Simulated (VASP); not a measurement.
Input of a VASP 6.6.1 run:

The input INCAR:

```
SYSTEM = BN
PREC = Accurate
ENCUT = 520
EDIFF = 1E-8
ISMEAR = 0
SIGMA = 0.01
LREAL = .FALSE.
LASPH = .TRUE.
NELM = 80
ALGO = Normal
ISIF = 2
LWAVE = .FALSE.
LCHARG = .FALSE.
METAGGA = R2SCAN
LMIXTAU = .TRUE.
LCALCEPS = .TRUE.
```

Contents of KPOINTS:

```
regular mesh
0
G
  9 9 6
  0 0 0
```

Contents of POSCAR:

```
BN
1.0
    2.5439499996      0.0000000000      0.0000000000
   -1.2719749998      2.2031253256      0.0000000000
    0.0000000000      0.0000000000      4.1236590347
B N
2 2
Direct
    0.3333333333      0.6666666667      0.0001020310
    0.6666666667      0.3333333333      0.5001020310
    0.3333333333      0.6666666667      0.3748979690
    0.6666666667      0.3333333333      0.8748979690
```

Potentials or basis: VASP PAW PBE potentials, release 64 (B, N).

Run with:

```console
$ cat potpaw_PBE.64/B/POTCAR potpaw_PBE.64/N/POTCAR > POTCAR
$ mpirun -np 1 vasp_std > vasp.out
```

(1) Predict the electronic dielectric tensor (diagonal).

(2) Predict the Born charges (mean of the diagonal).

(3) Estimate the band gap on the k mesh.

Results:

(1) 4.46, 4.46, 4.50.

(2) B +1.97; N -1.97 e.

(3) 5.78 eV, indirect (least direct gap 8.94 eV).

Caveat: the cell differs from its parent crystal (uniaxial z strain -2.0%).
